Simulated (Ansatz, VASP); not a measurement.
**One calculation of Ir, two programs**

POSCAR

```
Ir
1.0
    0.0000000000      1.9597771888      1.9597771888
    1.9597771888      0.0000000000      1.9597771888
    1.9597771888      1.9597771888      0.0000000000
Ir
1
Direct
    0.0000000000      0.0000000000      0.0000000000
```

The input INCAR.step1:

```
PREC = Accurate ; ENCUT = 620
ISMEAR = 0 ; SIGMA = 0.1
LREAL = F ; LASPH = T
NELM = 120 ; NBANDS = 14
GGA = PE ; ALGO = Normal
EDIFF = 1E-5 ; LWAVE = T
LCHARG = F ; GGA_COMPAT = F
```

Contents of INCAR.step2:

```
PREC = Accurate ; ENCUT = 620
EDIFF = 1E-6 ; ISMEAR = 0
SIGMA = 0.1 ; LREAL = F
LASPH = T ; NELM = 120
ALGO = Normal ; ISIF = 2
LWAVE = F ; LCHARG = F
METAGGA = R2SCAN ; LMIXTAU = T
NBANDS = 14 ; ISTART = 1
GGA_COMPAT = F
```

Contents of KPOINTS:

```
regular mesh
0
Gamma
  18 18 18
```

Input for Ansatz:

```yaml
crystal:
  lattice:
    - [0.0, 1.9597771888, 1.9597771888]
    - [1.9597771888, 0.0, 1.9597771888]
    - [1.9597771888, 1.9597771888, 0.0]
  atoms:
    - { symbol: Ir, position: [0.0, 0.0, 0.0] }
basis:
  ecutwfc: 500
kpoints:
  mp_grid: { grid: [18, 18, 18] }
hamiltonian:
  xc: r2scan
scf:
  occupations: { method: gaussian, width: 0.1 }
output:
  forces: true
  stress: true
  eigenvalues: true
```

Alike in both runs: task single point; functional r2SCAN; k mesh 18 × 18 × 18; occupations gaussian, width 0.1 eV; no spin polarisation.

|  | VASP | Ansatz |
| --- | --- | --- |
| version | VASP 6.6.1 | Ansatz 0.2.0 |
| potentials or method | VASP PAW PBE potentials, release 64 (Ir_sv_GW), cutoff 620 eV | scalar-relativistic, plane waves, PAW |
| valence electrons in the cell | 17 | 17 |

```csv
,VASP,Ansatz,Ansatz less VASP
gap on the k mesh at the Fermi level (eV),none,none,-
pressure (GPa),-19.8,-19.0,+0.86
```

VASP's potentials were made for PBE, not for r2SCAN. A gap of «none» marks a metal or a gap that the smearing closes. With one functional, cell and mesh, what is left measures potentials, basis and numerics.

Spin-orbit coupling is off throughout.
